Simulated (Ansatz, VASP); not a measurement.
One calculation of NaCl, two programs

Contents of INCAR:

```
SYSTEM = NaCl
  PREC = Accurate
  ENCUT = 520
  EDIFF = 1E-8
  ISMEAR = -1
  SIGMA = 0.02
  LREAL = .FALSE.
  LASPH = .TRUE.
  NELM = 80
  ALGO = Normal
  ISIF = 2
  LWAVE = .FALSE.
  LCHARG = .FALSE.
  GGA = PS
  LEFG = .TRUE.
  NBANDS = 14
```

KPOINTS

```
Automatic mesh
0
G
  8 8 8
  0 0 0
```

The input POSCAR:

```
NaCl
1.0
    2.8886000000      0.0000000000      0.0000000000
    0.0000000000      2.8886000000      0.0000000000
    0.0000000000      0.0000000000      2.8600000000
Na Cl
1 1
Direct
    0.0000000000      0.0000000000      0.0000000000
    0.5000000000      0.5000000000      0.5000000000
```

Input for Ansatz:

```yaml
crystal:
  lattice:
    - [2.8886, 0.0, 0.0]
    - [0.0, 2.8886, 0.0]
    - [0.0, 0.0, 2.86]
  atoms:
    - { symbol: Na, position: [0.0, 0.0, 0.0] }
    - { symbol: Cl, position: [0.5, 0.5, 0.5] }
kpoints:
  mp_grid: { grid: [8, 8, 8] }
scf:
  occupations: { method: fermi_dirac, width: 0.02 }
hamiltonian:
  xc: pbesol
  pseudopotentials: { kind: all_electron, datasets: crystal }
output:
  forces: true
  stress: true
  eigenvalues: true
  efg: { contact_densities: true }
```

Change from the starting cell: equal xx and yy strain of +1 %, crystal datasets.

Alike in both runs: task electric field gradients; functional PBEsol; k mesh 8 × 8 × 8; occupations fermi-dirac, width 0.02 eV; no spin polarisation.

|  | VASP | Ansatz |
| --- | --- | --- |
| version | VASP 6.6.1 | Ansatz 0.2.0 |
| potentials or method | VASP PAW PBE potentials, release 64 (Na_pv, Cl), cutoff 520 eV | all-electron PAW with datasets made for the crystal, scalar-relativistic |

```csv
,VASP,Ansatz,Ansatz less VASP
gap on the k mesh at the Fermi level (eV),4.19,4.14,-0.050
pressure (GPa),55.3,54.8,-0.55
"traceless stress, the component that is largest in VASP (GPa)",1.64,1.65,+0.006
size of Vzz on the site where it differs most (V/Å²),5.5,5.7,+0.13
```

VASP's potentials were made for PBE, not for PBEsol. Both programs put the cell under a high pressure, so it lies far from rest at this level. Ansatz ran all-electron here, and VASP with PAW potentials.
